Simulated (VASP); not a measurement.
# AlN (P1) in VASP: electric field gradients with PBEsol

Aim: the electric field gradients of AlN with PBEsol.

Program: VASP 6.6.1. These are calculated values, not measurements. Logs are shortened: lines on timing, memory, paths and dates and some standing lists are left out, and cuts for length are marked.

### Step 1. The cell of the first run

The typed cell holds 4 atoms: a = 3.112 Å, b = 3.152 Å, c = 4.979 Å, α = 90.62°, β = 91.71°, γ = 121.27°.

### Step 2. Electric field gradients, PBEsol (equal xy, yz and zx shear strains of -3 %)

Input file INCAR:

```
SYSTEM = AlN
PREC = Accurate ; ENCUT = 520
EDIFF = 1E-8 ; ISMEAR = -1
SIGMA = 0.02 ; LREAL = .False.
LASPH = .True. ; NELM = 80
ALGO = Normal ; ISIF = 2
LWAVE = .False. ; LCHARG = .False.
GGA = PS ; LEFG = .True.
NBANDS = 16
```

Input file KPOINTS:

```
regular mesh
0
Gamma
  11 11 6
  0 0 0
```

Input file POSCAR:

```
AlN
1.0
    3.1110021516     -0.0466650323     -0.0466650323
   -1.5959141792      2.7175394106     -0.0170805873
   -0.0746700000     -0.0746700000      4.9780000000
Al N
2 2
Direct
    0.3333333333      0.6666666667      0.0000000000
    0.6666666667      0.3333333333      0.5000000000
    0.3333333333      0.6666666667      0.3850000000
    0.6666666667      0.3333333333      0.8850000000
```

Potentials or basis: VASP PAW PBE potentials, release 64 (Al, N).

Started as:

```sh
> cat potpaw_PBE.64/Al/POTCAR potpaw_PBE.64/N/POTCAR > POTCAR
> mpirun -np 1 vasp_std > vasp.out
```

OUTCAR:

```text
SYSTEM = AlN
   PREC = Accurate
   ENCUT = 520
   EDIFF = 1E-8
   ISMEAR = -1
   LREAL = .False.
   LASPH = .True.
   NELM = 80
   ISIF = 2
   GGA = PS

 ion  position               nearest neighbor table
   1  0.333  0.667  0.000-   4 1.84   4 1.90   4 1.91   3 1.92   2 3.00   2 3.03   2 3.07   2 3.10
                             2 3.11   2 3.12
   2  0.667  0.333  0.500-   3 1.87   3 1.89   3 1.90   4 1.92   1 3.00   1 3.03   1 3.07   1 3.10
                             1 3.11   1 3.12
   3  0.333  0.667  0.385-   2 1.87   2 1.89   2 1.90   1 1.92
   4  0.667  0.333  0.885-   1 1.84   1 1.90   1 1.91   2 1.92

  LATTYP: Found a triclinic cell.
 ALAT       =     3.1515479152
 B/A-ratio  =     2.3625234169
 C/A-ratio  =     0.9873567314
 COS(alpha) =     0.0016408768
 COS(beta)  =     0.5191268021
 COS(gamma) =     0.6367893156

  Lattice vectors:

 A1 = (  -1.5959141792,   2.7175394106,  -0.0170805873)
 A2 = (  -0.0061562068,   5.4630837889,  -5.0588262069)
 A3 = (  -3.1110021516,   0.0466650323,   0.0466650323)

Analysis of symmetry for initial positions (statically):
=====================================================================
 Subroutine PRICEL returns:
 Original cell was already a primitive cell.

 Routine SETGRP: Setting up the symmetry group for a
 triclinic supercell.

 Subroutine GETGRP returns: Found  1 space group operations
 (whereof  1 operations were pure point group operations)
 out of a pool of  2 trial point group operations.

The static configuration has the point symmetry C_1 .

Analysis of symmetry for dynamics (positions and initial velocities):
=====================================================================
 Subroutine PRICEL returns:
 Original cell was already a primitive cell.

 Routine SETGRP: Setting up the symmetry group for a
 triclinic supercell.

 Subroutine GETGRP returns: Found  1 space group operations
 (whereof  1 operations were pure point group operations)
 out of a pool of  2 trial point group operations.

The dynamic configuration has the point symmetry C_1 .

 Subroutine INISYM returns: Found  1 space group operations
 (whereof  1 operations are pure point group operations),
 and found     1 'primitive' translations

----------------------------------------------------------------------------------------

                                     Primitive cell

  volume of cell :      41.6956

  direct lattice vectors                    reciprocal lattice vectors
     3.111002152 -0.046665032 -0.046665032     0.324414181  0.190565455  0.007724695
    -1.595914179  2.717539411 -0.017080587     0.005654869  0.371336390  0.005654869
    -0.074670000 -0.074670000  4.978000000     0.003060544  0.003060544  0.200975705

  length of vectors
     3.111702048  3.151547915  4.979119924     0.376323564  0.371422495  0.201022307

  position of ions in fractional coordinates (direct lattice)
     0.333333333  0.666666667  0.000000000
     0.666666667  0.333333333  0.500000000
     0.333333333  0.666666667  0.385000000
     0.666666667  0.333333333  0.885000000

  ion indices of the primitive-cell ions
   primitive index   ion index
                 1           1
                 2           2
                 3           3
                 4           4

----------------------------------------------------------------------------------------

 KPOINTS: regular mesh

Automatic generation of k-mesh.
 Grid dimensions read from file:
 generate k-points for:   11   11    6

 Generating k-lattice:

  Cartesian coordinates                     Fractional coordinates (reciprocal lattice)
     0.029492198  0.017324132  0.000702245     0.090909091  0.000000000  0.000000000
     0.000514079  0.033757854  0.000514079     0.000000000  0.090909091  0.000000000
     0.000510091  0.000510091  0.033495951    -0.000000000  0.000000000  0.166666667

  Length of vectors
     0.034211233  0.033765681  0.033503718

  Shift w.r.t. Gamma in fractional coordinates (k-lattice)
     0.000000000  0.000000000  0.000000000

 Subroutine IBZKPT returns following result:
 ===========================================

 Found    364 irreducible k-points:

 Following reciprocal coordinates:
            Coordinates               Weight
  0.000000  0.000000  0.000000      1.000000
  0.090909 -0.000000  0.000000      2.000000
  0.181818 -0.000000  0.000000      2.000000
  0.272727 -0.000000  0.000000      2.000000
  0.363636 -0.000000  0.000000      2.000000
  0.454545  0.000000  0.000000      2.000000
[... 16 lines left out ...]
  0.454545  0.181818 -0.000000      2.000000
 -0.454545  0.181818  0.000000      2.000000
 [... further k-points ...]
   k-points           NKPTS =    364   k-points in BZ     NKDIM =    364   number of bands    NBANDS=     16
   number of dos      NEDOS =    301   number of ions     NIONS =      4
   total plane-waves  NPLWV =  23040
   dimension x,y,z NGX =    24 NGY =   24 NGZ =   40
   dimension x,y,z NGXF=    48 NGYF=   48 NGZF=   80
   ions per type =               2   2
   NGX,Y,Z   is equivalent  to a cutoff of  12.82, 12.66, 13.36 a.u.
   NGXF,Y,Z  is equivalent  to a cutoff of  25.64, 25.32, 26.71 a.u.
 SYSTEM =  AlN
   PREC   = accura    normal or accurate (medium, high low for compatibility)
   ISTART =      0    job   : 0-new  1-cont  2-samecut
   ICHARG =      2    charge: 1-file 2-atom 10-const
   ISPIN  =      1    spin polarized calculation?
   LNONCOLLINEAR =      F non collinear calculations
   LSORBIT =      F    spin-orbit coupling
   LASPH  =      T    aspherical Exc in radial PAW
   ENCUT  =  520.0 eV  38.22 Ry    6.18 a.u.   5.79  5.86  9.26*2*pi/ulx,y,z
   NELM   =     80;   NELMIN=  2; NELMDL= -5     # of ELM steps
   EDIFF  = 0.1E-07   stopping-criterion for ELM
   LREAL  =      F    real-space projection
   EDIFFG = 0.1E-06   stopping-criterion for IOM
   NSW    =      0    number of steps for IOM
   IBRION =     -1    ionic relax: 0-MD 1-quasi-New 2-CG
   NFREE  =      0    steps in history (QN), initial steepest desc. (CG)
   ISIF   =      2    stress and relaxation
   ISYM   =      2    0-nonsym 1-usesym 2-fastsym
   POTIM  = 0.5000    time-step for ionic-motion
   TEBEG  =    0.0;   TEEND  =   0.0 temperature during run
   PSTRESS=    0.0 pullay stress
   NELECT =      16.0000    total number of electrons
   NUPDOWN=      -1.0000    fix difference up-down
   EMIN   =  10.00;   EMAX   =-10.00  energy-range for DOS
   EFERMI =   0.00;   METHOD = LEGACY
   ISMEAR =    -1;   SIGMA  =   0.02  broadening in eV -4-tet -1-fermi 0-gaus
   EFERMI_NEDOS =   21; number of points for ismear=-14 and -15
   IALGO  =     38    algorithm
   IMIX   =      4    mixing-type and parameters
     AMIX     =   0.40;   BMIX     =  1.00
     AMIX_MAG =   1.60;   BMIX_MAG =  1.00
  volume/ion in A,a.u.               =      10.42        70.34
  Fermi-wavevector in a.u.,A,eV,Ry     =   1.189647  2.248107 19.255786  1.415260
  Thomas-Fermi vector in A             =   2.325750
   LORBIT       =      0    0 simple, 1 ext, 2 COOP (PROOUT), +10 PAW based schemes
   GGA     = PS    functional components
   LHFCALC =     F    Hartree Fock is set to
   AEXX    =    0.0000 exact exchange contribution
   IVDW    =     0    specifies the selected vdW correction
   LEPSILON=     F    determine dielectric tensor
   LRPA    =     F    only Hartree local field effects (RPA)
 non-spin polarized calculation
  energy-cutoff  :      520.00
  volume of cell :       41.70
 maximum number of plane-waves:      1140
   NGX = 11   NGY = 11   NGZ = 19

 number of electron      15.9999999 magnetization

 Free energy of the ion-electron system (eV)
  ---------------------------------------------------
  ext. energy  EPLUGINS =         0.00000000
  ---------------------------------------------------
  free energy    TOTEN  =       -31.25802357 eV

  energy without entropy =      -31.25802357  energy(sigma->0) =      -31.25802357

 E-fermi :   6.5520     XC(G=0): -11.1158

 val. band max:        6.1892380169   @ k =   0.0000   0.0000   0.0000
 cond. band min:      10.2041364431   @ k =   0.0000   0.0000   0.0000
 fundamental gap:      4.0148984262
 Fermi energy:         6.5519691204

 k-point     1 :       0.0000    0.0000    0.0000
  band No.  band energies     occupation
      1      -9.0975      2.00000
      2      -6.9037      2.00000
      3       0.0395      2.00000
      4       5.1007      2.00000
      5       5.2676      2.00000
      6       5.7693      2.00000
[... 8 lines left out ...]
     15      19.0841      0.00000
     16      19.3266      0.00000

 k-point     2 :       0.0909   -0.0000    0.0000
  band No.  band energies     occupation
      1      -8.9873      2.00000
      2      -6.8407      2.00000
      3       0.1700      2.00000
      4       4.7801      2.00000
      5       4.9648      2.00000
      6       5.3856      2.00000
[... 8 lines left out ...]
     15      18.9319      0.00000
     16      19.2834      0.00000

 k-point     3 :       0.1818   -0.0000    0.0000
  band No.  band energies     occupation
      1      -8.6678      2.00000
      2      -6.6717      2.00000
      3       0.5533      2.00000
      4       3.6550      2.00000
      5       4.3764      2.00000
      6       4.6254      2.00000
[... 8 lines left out ...]
     15      18.4030      0.00000
     16      18.5337      0.00000

 k-point     4 :       0.2727   -0.0000    0.0000
  band No.  band energies     occupation
      1      -8.1770      2.00000
      2      -6.4601      2.00000
      3       1.1591      2.00000
      4       2.3751      2.00000
      5       3.3366      2.00000
      6       4.2519      2.00000
[... 8 lines left out ...]
     15      18.1650      0.00000
     16      19.4328      0.00000
[... 324 lines left out ...]
 k-point    22 :       0.3636    0.1818   -0.0000
  band No.  band energies     occupation
      1      -6.9124      2.00000
      2      -6.3481      2.00000
      3       0.9813      2.00000
      4       2.0455      2.00000
      5       2.8941      2.00000
      6       3.0199      2.00000
[... 8 lines left out ...]
     15      18.7606      0.00000
     16      20.6067      0.00000

 k-point    23 :       0.4545    0.1818   -0.0000
  band No.  band energies     occupation
      1      -6.9346      2.00000
      2      -6.3437      2.00000
      3       0.9978      2.00000
      4       2.0598      2.00000
      5       2.8846      2.00000
      6       2.9900      2.00000
[... 8 lines left out ...]
     15      18.9227      0.00000
     16      20.5588      0.00000

 k-point    24 :      -0.4545    0.1818    0.0000
  band No.  band energies     occupation
      1      -7.4068      2.00000
      2      -6.2929      2.00000
      3       1.5422      2.00000
      4       2.0154      2.00000
      5       2.2885      2.00000
      6       3.4637      2.00000
[... 8 lines left out ...]
     15      18.3465      0.00000
     16      20.6042      0.00000

 [... further k-points ...]

------------------------ aborting loop because EDIFF is reached ----------------------------------------

  FORCE on cell =-STRESS in cart. coord.  units (eV):
  Direction    XX          YY          ZZ          XY          YZ          ZX
  --------------------------------------------------------------------------------------
  -------------------------------------------------------------------------------------
  Total        0.3943574      0.3901408     -0.1360239      1.4001336      0.9887773      0.9929645
  in kB       15.1534175     14.9913915     -5.2267996     53.8009676     37.9943571     38.1552529
  external PRESSURE =       8.3060032 kB  Pullay stress =       0.0000000 kB

 VOLUME and BASIS-vectors are now :
 -----------------------------------------------------------------------------
  energy-cutoff  :      520.00
  volume of cell :       41.70
      direct lattice vectors                 reciprocal lattice vectors
     3.111002152 -0.046665032 -0.046665032     0.324414181  0.190565455  0.007724695
    -1.595914179  2.717539411 -0.017080587     0.005654869  0.371336390  0.005654869
    -0.074670000 -0.074670000  4.978000000     0.003060544  0.003060544  0.200975705

 POSITION                                       TOTAL-FORCE (eV/Angst)
 -----------------------------------------------------------------------------------
     -0.02694      1.79614     -0.02694         0.504924      0.203762      0.216127
      1.50470      0.83740      2.45220        -0.128408      0.168779      0.183692
     -0.05569      1.76739      1.88959         0.181431     -0.168932     -0.180074
      1.47595      0.80865      4.36873        -0.557948     -0.203609     -0.219745
 -----------------------------------------------------------------------------------
    total drift:                                0.000077     -0.000110      0.000097

  FREE ENERGIE OF THE ION-ELECTRON SYSTEM (eV)
  ---------------------------------------------------
  free  energy   TOTEN  =       -31.2580235693 eV

  energy  without entropy=      -31.2580235693  energy(sigma->0) =      -31.25802357

 Electric field gradients (V/A^2)
---------------------------------------------------------------------
 ion       V_xx      V_yy      V_zz      V_xy      V_xz      V_yz
---------------------------------------------------------------------
   1      -7.731    -1.054     8.785    -5.981    -3.312     0.021
   2      -1.066    -7.420     8.486     0.534     3.470     0.146
   3       0.268    -0.858     0.589    -3.563    -2.641    -3.178
   4      -0.737     0.078     0.659    -4.529    -3.792    -3.242
---------------------------------------------------------------------

 Electric field gradients after diagonalization (V/A^2)
 (convention: |V_zz| > |V_xx| > |V_yy|)
----------------------------------------------------------------------
 ion       V_xx      V_yy      V_zz     asymmetry (V_yy - V_xx)/ V_zz
----------------------------------------------------------------------
   1       9.578     2.065   -11.643       0.645
   2      -7.466    -2.152     9.619       0.552
   3       3.322     3.038    -6.359       0.045
   4       4.249     3.563    -7.812       0.088
----------------------------------------------------------------------

           NMR quadrupolar parameters

 Cq : quadrupolar parameter    Cq=e*Q*V_zz/h
 eta: asymmetry parameters     (V_yy - V_xx)/ V_zz
 Q  : nuclear electric quadrupole moment in mb (millibarn)
----------------------------------------------------------------------
 ion       Cq(MHz)       eta       Q (mb)
----------------------------------------------------------------------
   1      -0.028       0.645       1.000
   2       0.023       0.552       1.000
   3      -0.015       0.045       1.000
   4      -0.019       0.088       1.000
----------------------------------------------------------------------
```

Wall time 1.8 min (1 thread of AMD EPYC 9R45 (Zen 5), shared host); peak memory 0.28 GiB.

What came out:

| Quantity | Value |
| --- | --- |
| Free energy | -31.2580 eV |
| Pressure | 0.8 GPa |
| Largest force | 0.633 eV/Å |
| Band gap on the k mesh | 4.01 eV |
| Largest electric field gradient by atom | Al -11.6, +9.6; N -6.4, -7.8 V/Å² |

Forces on the atoms (eV/Å):
```
Al   0.505  0.204  0.216
Al  -0.128  0.169  0.184
N    0.181 -0.169 -0.180
N   -0.558 -0.204 -0.220
```

Electric field gradients, principal values (V/Å²):
```
atom   least  middle  greatest (by size)
1 Al   2.065   9.578             -11.643
2 Al  -2.152  -7.466               9.619
 3 N   3.038   3.322              -6.359
 4 N   3.563   4.249              -7.812
```

Caveat: the cell differs from its parent crystal (equal xy, yz and zx shear strains of -3 %); without QUAD_EFG the Cq values of the log hold for a quadrupole moment of 1 mb, not for the nuclei; the PAW data sets were made with another functional, which shifts forces and pressure a little.
